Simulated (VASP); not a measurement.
## Ta: single point with PBEsol

The system is Ta.

```
Ta
1.0
     2.93854    0.00000    0.00000
    -1.46927    2.54485    0.00000
     0.00000    0.00000    5.23426
Ta
2
Direct
  0.33333 0.66667 0.25000
  0.66667 0.33333 0.75000
```

This cell differs from its parent crystal: volume scaled by 1.04.

```yaml
Program: VASP 6.6.1
Task: single point
Functional: PBEsol
Potentials_or_basis: VASP PAW PBE potentials, release 64 (Ta_pv)
Cutoff: 520 eV
k_mesh: 11 × 11 × 5
Occupations: fermi-dirac, width 0.05 eV
Spin: no spin polarisation
Dipole_correction: no
Further_INCAR_settings: ALGO = Normal; EDIFF = 1e-06; NBANDS = 18
```

| Property | Result |
| --- | --- |
| Pressure | -13.6 GPa |
| Band gap on the k mesh | zero (band 11 reaches 5.92 eV, above the bottom of band 12 at 4.55 eV) |

Stress tensor (GPa, compression positive):
```
-14.43   0.00   0.00
  0.00 -14.43   0.00
  0.00   0.00 -11.98
```

Levels at points of the mesh, in eV from the Fermi level:
```csv
k point,band 8,band 9,band 10,band 11,band 12,band 13,band 14,band 15
"(0.00, 0.00, 0.00)",-4.78,-0.52,-0.21,0.59,0.59,1.11,1.11,2.82
```

It took 16 s on 1 thread of Intel Xeon 6975P-C (shared host), peak memory 0.17 GiB.

Caveat: the PAW data sets were made with another functional, which shifts forces and pressure a little; spin-orbit coupling is left out, which moves the levels of the heavy elements.
